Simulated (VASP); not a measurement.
A run of VASP 6.6.1:

File INCAR:

```
ALGO     = Fast           # electronic algorithm
EDIFF    = 1E-6           # SCF threshold, eV
ENCUT    = 520            # plane-wave cutoff, eV
GGA      = PS             # functional
ISIF     = 2              # what is computed and relaxed
ISMEAR   = 0              # smearing method
LASPH    = True           # aspherical terms in the spheres
LCHARG   = False          # write CHGCAR
LREAL    = False          # projectors in reciprocal space
LWAVE    = False          # write WAVECAR
NBANDS   = 11             # bands
NELM     = 60             # most SCF steps
PREC     = Accurate       # precision mode
SIGMA    = 0.15           # smearing width, eV
```

KPOINTS

```
k-points
0
Gamma
  16 16 16
```

The input POSCAR:

```
Ca
1.0
   -2.4192000000      2.4192000000      2.1504000000
    2.4192000000     -2.4192000000      2.1504000000
    2.4192000000      2.4192000000     -2.1504000000
Ca
1
Direct
    0.0000000000      0.0000000000      0.0000000000
```

Potentials or basis: VASP PAW PBE potentials, release 64 (Ca_sv).

The run is started by

```bash
$ cat potpaw_PBE.64/Ca_sv/POTCAR > POTCAR
$ mpirun -np 1 vasp_std > vasp.out
```

Hardware: 1 thread of Intel(R) Xeon(R) 6975P-C (Granite Rapids), on a shared host.

Q: Estimate the wall time of this run.

A: It took 96 s on 1 thread of Intel(R) Xeon(R) 6975P-C (Granite Rapids) (shared host), peak memory 0.3 GiB. Counts: scf iterations 13, k points 349.
